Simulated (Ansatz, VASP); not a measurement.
Two plane-wave programs on CaO

INCAR

```
SYSTEM = CaO
ALGO     = Normal         ! electronic algorithm
EDIFF    = 1E-7           ! SCF threshold, eV
ENCUT    = 520            ! plane-wave cutoff, eV
GGA      = PE             ! functional
ISIF     = 2              ! what is computed and relaxed
ISMEAR   = -1             ! smearing method
LASPH    = .TRUE.         ! aspherical terms in the spheres
LCHARG   = .TRUE.         ! write CHGCAR
LELF     = .TRUE.         ! ELF
LREAL    = .FALSE.        ! projectors in reciprocal space
LVHAR    = .TRUE.       
LWAVE    = .FALSE.        ! write WAVECAR
NBANDS   = 15             ! bands
NELM     = 80             ! most SCF steps
PREC     = Accurate       ! precision mode
SIGMA    = 0.02           ! smearing width, eV
```

The input KPOINTS:

```
k-points
0
G
  8 8 8
  0 0 0
```

Contents of POSCAR:

```
CaO
1.0
    0.0000000000      2.6067317416      2.6067317416
    2.5006377597      0.0000000000      2.6067317416
    2.5006377597      2.6067317416      0.0000000000
Ca O
1 1
Direct
    0.0000000000      0.0000000000      0.0000000000
    0.2500000000      0.2500000000      0.2500000000
```

Input for Ansatz:

```yaml
crystal:
  lattice:
    - [0.0, 2.6067317416, 2.6067317416]
    - [2.5006377597, 0.0, 2.6067317416]
    - [2.5006377597, 2.6067317416, 0.0]
  atoms:
    - { symbol: Ca, position: [0.0, 0.0, 0.0] }
    - { symbol: O, position: [0.25, 0.25, 0.25] }
kpoints:
  mp_grid: { grid: [8, 8, 8] }
  band_path:
    path:
      - [0.0, 0.0, 0.0]
      - [-0.5, -0.5, 0.0]
      - [-0.375, -0.375, 0.25]
      - [-0.375, 0.0, 0.375]
      - [0.0, 0.0, 0.5]
      - [-0.5, -0.25, 0.25]
    npoints: 1
hamiltonian:
  xc: pbe
scf:
  occupations: { method: fermi_dirac, width: 0.02 }
  n_extra_bands: 4
output:
  forces: true
  stress: true
  eigenvalues: true
```

Change from the starting cell: uniaxial_x strain -4.1%.

Alike in both runs: task single point; functional PBE; k mesh 8 × 8 × 8; occupations fermi-dirac, width 0.02 eV; no spin polarisation.

|  | VASP | Ansatz |
| --- | --- | --- |
| version | VASP 6.6.1 | Ansatz 0.2.0 |
| potentials or method | VASP PAW PBE potentials, release 64 (Ca_sv, O) | plane waves, PAW |
| plane-wave cutoff (eV) | 520 | 420 |
| valence electrons in the cell | 16 | 16 |

VASP gave:

```
gap on the k mesh at the Fermi level (eV)                     : 3.44
pressure (GPa)                                                : 5.5
traceless stress, the component that is largest in VASP (GPa) : 0.11
```

Q: Which values does Ansatz return?

A: gap on the k mesh at the Fermi level (eV): 3.45; pressure (GPa): 4.9; traceless stress, the component that is largest in VASP (GPa): 0.14.
